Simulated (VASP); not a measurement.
# KTaO3 (P4/mmm) in VASP: further runs

Runs on KTaO3. Level: PBEsol. Tasks: single point.

Everything below comes from runs of VASP 6.6.1. Logs are shortened: lines on timing, memory, paths and dates and some standing lists are left out, and cuts for length are marked.

## (1) The cell of the first run

It takes space group P4/mmm (No. 123, tetragonal). The conventional cell has a = 3.914 Å, b = 3.914 Å, c = 4.242 Å, α = 90.00°, β = 90.00°, γ = 90.00°. K (site symmetry 4/mmm) has 12 O at 2.77 to 2.89 Å and 8 Ta at 3.49 Å within 3.6 Å. Within 2.6 Å of Ta (site symmetry 4/mmm) lie 6 O at 1.96 to 2.12 Å. Within 2.6 Å of O (site symmetry mmm) lie 2 Ta at 1.96 Å. O (site symmetry 4/mmm) has 2 Ta at 2.12 Å and 4 K at 2.77 Å within 2.8 Å.

## (2) Single point, PBEsol (volume 12.998 Å^3 an atom, c/a of the conventional cell 1.0837)

INCAR

```
PREC = Accurate
ENCUT = 520
EDIFF = 1E-6
ISMEAR = 0
SIGMA = 0.05
LREAL = False
LASPH = True
NELM = 80
ALGO = Normal
ISIF = 2
LWAVE = False
LCHARG = False
GGA = PS
NBANDS = 27
```

KPOINTS

```
Automatic mesh
0
Gamma
  8 8 8
```

POSCAR

```
KTaO3
1.0
    3.9142253133      0.0000000000      0.0000000000
    0.0000000000      3.9142253133      0.0000000000
    0.0000000000      0.0000000000      4.2418459721
K Ta O
1 1 3
Direct
    0.5000000000      0.5000000000      0.5000000000
    0.0000000000      0.0000000000      0.0000000000
    0.5000000000      0.0000000000      0.0000000000
    0.0000000000      0.5000000000      0.0000000000
    0.0000000000      0.0000000000      0.5000000000
```

Potentials or basis: VASP PAW PBE potentials, release 64 (K_sv, Ta_pv, O).

Run with:

```bash
> cat potpaw_PBE.64/K_sv/POTCAR potpaw_PBE.64/Ta_pv/POTCAR potpaw_PBE.64/O/POTCAR > POTCAR
> mpirun -np 1 vasp_std > vasp.out
```

OUTCAR:

```text
PREC = Accurate
   ENCUT = 520
   EDIFF = 1E-6
   ISMEAR = 0
   LREAL = False
   LASPH = True
   NELM = 80
   ISIF = 2
   GGA = PS

 ion  position               nearest neighbor table
   1  0.500  0.500  0.500-   5 2.77   5 2.77   5 2.77   5 2.77   4 2.89   3 2.89   4 2.89   3 2.89
                             4 2.89   3 2.89   4 2.89   3 2.89   2 3.49   2 3.49   2 3.49   2 3.49
   2  0.000  0.000  0.000-   3 1.96   4 1.96   4 1.96   3 1.96   5 2.12   5 2.12   1 3.49   1 3.49
                             1 3.49   1 3.49   1 3.49   1 3.49   1 3.49   1 3.49
   3  0.500  0.000  0.000-   2 1.96   2 1.96   1 2.89   1 2.89   1 2.89   1 2.89
   4  0.000  0.500  0.000-   2 1.96   2 1.96   1 2.89   1 2.89   1 2.89   1 2.89
   5  0.000  0.000  0.500-   2 2.12   2 2.12   1 2.77   1 2.77   1 2.77   1 2.77

  LATTYP: Found a simple tetragonal cell.
 ALAT       =     3.9142253133
 C/A-ratio  =     1.0837000000

  Lattice vectors:

 A1 = (   3.9142253133,   0.0000000000,   0.0000000000)
 A2 = (   0.0000000000,   3.9142253133,   0.0000000000)
 A3 = (   0.0000000000,   0.0000000000,   4.2418459721)

Analysis of symmetry for initial positions (statically):
=====================================================================
 Subroutine PRICEL returns:
 Original cell was already a primitive cell.

 Routine SETGRP: Setting up the symmetry group for a
 simple tetragonal supercell.

 Subroutine GETGRP returns: Found 16 space group operations
 (whereof 16 operations were pure point group operations)
 out of a pool of 16 trial point group operations.

The static configuration has the point symmetry D_4h.

Analysis of symmetry for dynamics (positions and initial velocities):
=====================================================================
 Subroutine PRICEL returns:
 Original cell was already a primitive cell.

 Routine SETGRP: Setting up the symmetry group for a
 simple tetragonal supercell.

 Subroutine GETGRP returns: Found 16 space group operations
 (whereof 16 operations were pure point group operations)
 out of a pool of 16 trial point group operations.

The dynamic configuration has the point symmetry D_4h.

 Subroutine INISYM returns: Found 16 space group operations
 (whereof 16 operations are pure point group operations),
 and found     1 'primitive' translations

----------------------------------------------------------------------------------------

                                     Primitive cell

  volume of cell :      64.9900

  direct lattice vectors                    reciprocal lattice vectors
     3.914225313  0.000000000  0.000000000     0.255478395  0.000000000  0.000000000
     0.000000000  3.914225313  0.000000000     0.000000000  0.255478395  0.000000000
     0.000000000  0.000000000  4.241845972     0.000000000  0.000000000  0.235746420

  length of vectors
     3.914225313  3.914225313  4.241845972     0.255478395  0.255478395  0.235746420

  position of ions in fractional coordinates (direct lattice)
     0.500000000  0.500000000  0.500000000
     0.000000000  0.000000000  0.000000000
     0.500000000  0.000000000  0.000000000
     0.000000000  0.500000000  0.000000000
     0.000000000  0.000000000  0.500000000

  ion indices of the primitive-cell ions
   primitive index   ion index
                 1           1
                 2           2
                 3           3
                 4           4
                 5           5

----------------------------------------------------------------------------------------

 KPOINTS: Automatic mesh

Automatic generation of k-mesh.
 Grid dimensions read from file:
 generate k-points for:    8    8    8

 Generating k-lattice:

  Cartesian coordinates                     Fractional coordinates (reciprocal lattice)
     0.031934799  0.000000000  0.000000000     0.125000000  0.000000000  0.000000000
     0.000000000  0.031934799  0.000000000     0.000000000  0.125000000  0.000000000
     0.000000000  0.000000000  0.029468302     0.000000000  0.000000000  0.125000000

  Length of vectors
     0.031934799  0.031934799  0.029468302

  Shift w.r.t. Gamma in fractional coordinates (k-lattice)
     0.000000000  0.000000000  0.000000000

 Subroutine IBZKPT returns following result:
 ===========================================

 Found     75 irreducible k-points:

 Following reciprocal coordinates:
            Coordinates               Weight
  0.000000  0.000000  0.000000      1.000000
  0.125000  0.000000  0.000000      4.000000
  0.250000  0.000000  0.000000      4.000000
  0.375000  0.000000  0.000000      4.000000
  0.500000  0.000000  0.000000      2.000000
  0.125000  0.125000  0.000000      4.000000
[... 16 lines left out ...]
  0.375000  0.125000  0.125000     16.000000
  0.500000  0.125000  0.125000      8.000000
 [... further k-points ...]
   k-points           NKPTS =     75   k-points in BZ     NKDIM =     75   number of bands    NBANDS=     27
   number of dos      NEDOS =    301   number of ions     NIONS =      5
   total plane-waves  NPLWV =  28800
   dimension x,y,z NGX =    30 NGY =   30 NGZ =   32
   dimension x,y,z NGXF=    60 NGYF=   60 NGZF=   64
   ions per type =               1   1   3
   NGX,Y,Z   is equivalent  to a cutoff of  12.74, 12.74, 12.54 a.u.
   NGXF,Y,Z  is equivalent  to a cutoff of  25.48, 25.48, 25.08 a.u.
 SYSTEM =  unknown system
   PREC   = accura    normal or accurate (medium, high low for compatibility)
   ISTART =      0    job   : 0-new  1-cont  2-samecut
   ICHARG =      2    charge: 1-file 2-atom 10-const
   ISPIN  =      1    spin polarized calculation?
   LNONCOLLINEAR =      F non collinear calculations
   LSORBIT =      F    spin-orbit coupling
   LASPH  =      T    aspherical Exc in radial PAW
   ENCUT  =  520.0 eV  38.22 Ry    6.18 a.u.   7.28  7.28  7.89*2*pi/ulx,y,z
   NELM   =     80;   NELMIN=  2; NELMDL= -5     # of ELM steps
   EDIFF  = 0.1E-05   stopping-criterion for ELM
   LREAL  =      F    real-space projection
   EDIFFG = 0.1E-04   stopping-criterion for IOM
   NSW    =      0    number of steps for IOM
   IBRION =     -1    ionic relax: 0-MD 1-quasi-New 2-CG
   NFREE  =      0    steps in history (QN), initial steepest desc. (CG)
   ISIF   =      2    stress and relaxation
   ISYM   =      2    0-nonsym 1-usesym 2-fastsym
   POTIM  = 0.5000    time-step for ionic-motion
   TEBEG  =    0.0;   TEEND  =   0.0 temperature during run
   PSTRESS=    0.0 pullay stress
   NELECT =      38.0000    total number of electrons
   NUPDOWN=      -1.0000    fix difference up-down
   EMIN   =  10.00;   EMAX   =-10.00  energy-range for DOS
   EFERMI =   0.00;   METHOD = LEGACY
   ISMEAR =     0;   SIGMA  =   0.05  broadening in eV -4-tet -1-fermi 0-gaus
   EFERMI_NEDOS =   21; number of points for ismear=-14 and -15
   IALGO  =     38    algorithm
   IMIX   =      4    mixing-type and parameters
     AMIX     =   0.40;   BMIX     =  1.00
     AMIX_MAG =   1.60;   BMIX_MAG =  1.00
  volume/ion in A,a.u.               =      13.00        87.71
  Fermi-wavevector in a.u.,A,eV,Ry     =   1.368949  2.586938 25.497599  1.874021
  Thomas-Fermi vector in A             =   2.494868
   LORBIT       =      0    0 simple, 1 ext, 2 COOP (PROOUT), +10 PAW based schemes
   GGA     = PS    functional components
   LHFCALC =     F    Hartree Fock is set to
   AEXX    =    0.0000 exact exchange contribution
   IVDW    =     0    specifies the selected vdW correction
   LEPSILON=     F    determine dielectric tensor
   LRPA    =     F    only Hartree local field effects (RPA)
 non-spin polarized calculation
 Gauss-broadening in eV      SIGMA  =   0.05
  energy-cutoff  :      520.00
  volume of cell :       64.99
 maximum number of plane-waves:      1778
 NGX is ok and might be reduce to    30
   NGX = 15   NGY = 15   NGZ = 15

 number of electron      37.9999996 magnetization

 Free energy of the ion-electron system (eV)
  ---------------------------------------------------
  ext. energy  EPLUGINS =         0.00000000
  ---------------------------------------------------
  free energy    TOTEN  =       -42.62294122 eV

  energy without entropy =      -42.62294122  energy(sigma->0) =      -42.62294122

 E-fermi :   1.9143     XC(G=0): -11.0092

 val. band max:        1.5622054887   @ k =   0.5000   0.5000   0.5000
 cond. band min:       3.4960912624   @ k =   0.0000   0.0000   0.0000
 fundamental gap:      1.9338857736
 Fermi energy:         1.9143274853

 k-point     1 :       0.0000    0.0000    0.0000
  band No.  band energies     occupation
      1     -32.7130      2.00000
      2     -32.7130      2.00000
      3     -32.6174      2.00000
      4     -25.6120      2.00000
      5     -16.1663      2.00000
      6     -15.5865      2.00000
[... 19 lines left out ...]
     26       9.2504      0.00000
     27       9.6695      0.00000

 k-point     2 :       0.1250    0.0000    0.0000
  band No.  band energies     occupation
      1     -32.7300      2.00000
      2     -32.7123      2.00000
      3     -32.6167      2.00000
      4     -25.6075      2.00000
      5     -16.0851      2.00000
      6     -15.5032      2.00000
[... 19 lines left out ...]
     26       9.5238      0.00000
     27       9.9042      0.00000

 k-point     3 :       0.2500    0.0000    0.0000
  band No.  band energies     occupation
      1     -32.7706      2.00000
      2     -32.7107      2.00000
      3     -32.6150      2.00000
      4     -25.5965      2.00000
      5     -15.9800      2.00000
      6     -15.1814      2.00000
[... 19 lines left out ...]
     26      10.3038      0.00000
     27      10.7810      0.00000

 k-point     4 :       0.3750    0.0000    0.0000
  band No.  band energies     occupation
      1     -32.8107      2.00000
      2     -32.7091      2.00000
      3     -32.6134      2.00000
      4     -25.5856      2.00000
      5     -15.9482      2.00000
      6     -14.7576      2.00000
[... 19 lines left out ...]
     26      10.8596      0.00000
     27      11.9035      0.00000

 k-point     5 :       0.5000    0.0000    0.0000
  band No.  band energies     occupation
      1     -32.8272      2.00000
      2     -32.7085      2.00000
      3     -32.6127      2.00000
      4     -25.5810      2.00000
      5     -15.9443      2.00000
      6     -14.6856      2.00000
[... 19 lines left out ...]
     26      11.1030      0.00000
     27      11.7886      0.00000

 k-point     6 :       0.1250    0.1250    0.0000
  band No.  band energies     occupation
      1     -32.7295      2.00000
      2     -32.7291      2.00000
      3     -32.6160      2.00000
      4     -25.6032      2.00000
      5     -15.9765      2.00000
      6     -15.4474      2.00000
[... 444 lines left out ...]
      1     -32.7293      2.00000
      2     -32.7289      2.00000
      3     -32.6218      2.00000
      4     -25.6010      2.00000
      5     -15.9749      2.00000
      6     -15.4450      2.00000
[... 19 lines left out ...]
     26       9.9122      0.00000
     27      10.2512      0.00000

 k-point    22 :       0.2500    0.1250    0.1250
  band No.  band energies     occupation
      1     -32.7696      2.00000
      2     -32.7274      2.00000
      3     -32.6201      2.00000
      4     -25.5912      2.00000
      5     -15.8138      2.00000
      6     -15.1714      2.00000
[... 19 lines left out ...]
     26      10.6608      0.00000
     27      11.0602      0.00000

 k-point    23 :       0.3750    0.1250    0.1250
  band No.  band energies     occupation
      1     -32.8096      2.00000
      2     -32.7258      2.00000
      3     -32.6184      2.00000
      4     -25.5814      2.00000
      5     -15.7624      2.00000
      6     -14.7376      2.00000
[... 19 lines left out ...]
     26      11.1350      0.00000
     27      12.0744      0.00000

 k-point    24 :       0.5000    0.1250    0.1250
  band No.  band energies     occupation
      1     -32.8260      2.00000
      2     -32.7251      2.00000
      3     -32.6177      2.00000
      4     -25.5774      2.00000
      5     -15.7542      2.00000
      6     -14.5947      2.00000
[... 19 lines left out ...]
     26      11.3634      0.00000
     27      12.1347      0.00000

 [... further k-points ...]
[... 5 lines left out ...]
  --------------------------------------------------------------------------------------
  -------------------------------------------------------------------------------------
  Total        2.5271946      2.5271946     -7.5967266      0.0000000     -0.0000000      0.0000000
  in kB       62.3021062     62.3021062   -187.2796298      0.0000000     -0.0000000      0.0000000
  external PRESSURE =     -20.8918058 kB  Pullay stress =       0.0000000 kB

 VOLUME and BASIS-vectors are now :
 -----------------------------------------------------------------------------
  energy-cutoff  :      520.00
  volume of cell :       64.99
      direct lattice vectors                 reciprocal lattice vectors
     3.914225313  0.000000000  0.000000000     0.255478395  0.000000000  0.000000000
     0.000000000  3.914225313  0.000000000     0.000000000  0.255478395  0.000000000
     0.000000000  0.000000000  4.241845972     0.000000000  0.000000000  0.235746420

 POSITION                                       TOTAL-FORCE (eV/Angst)
 -----------------------------------------------------------------------------------
      1.95711      1.95711      2.12092         0.000000      0.000000      0.000000
      0.00000      0.00000      0.00000         0.000000      0.000000      0.000000
      1.95711      0.00000      0.00000         0.000000      0.000000      0.000000
      0.00000      1.95711      0.00000         0.000000      0.000000      0.000000
      0.00000      0.00000      2.12092         0.000000      0.000000      0.000000
 -----------------------------------------------------------------------------------
    total drift:                                0.000000     -0.000000      0.000000

  FREE ENERGIE OF THE ION-ELECTRON SYSTEM (eV)
  ---------------------------------------------------
  free  energy   TOTEN  =       -42.6229412202 eV

  energy  without entropy=      -42.6229412202  energy(sigma->0) =      -42.62294122
```

Run time: 1.7 min. Hardware: 1 thread of Intel Xeon 6975P-C, shared host; peak memory 0.27 GiB.

What came out:

```
Free energy            : -42.6229 eV
Pressure               : -2.1 GPa
Band gap on the k mesh : 1.93 eV, indirect (least direct gap 2.44 eV)
```

Stress tensor (GPa, compression positive):
```
  6.23   0.00   0.00
  0.00   6.23   0.00
  0.00   0.00 -18.73
```

Caveat: the PAW data sets were made with another functional, which shifts forces and pressure a little; spin-orbit coupling is left out, which moves the levels of the heavy elements.

(Continued in part 2 of 3.)
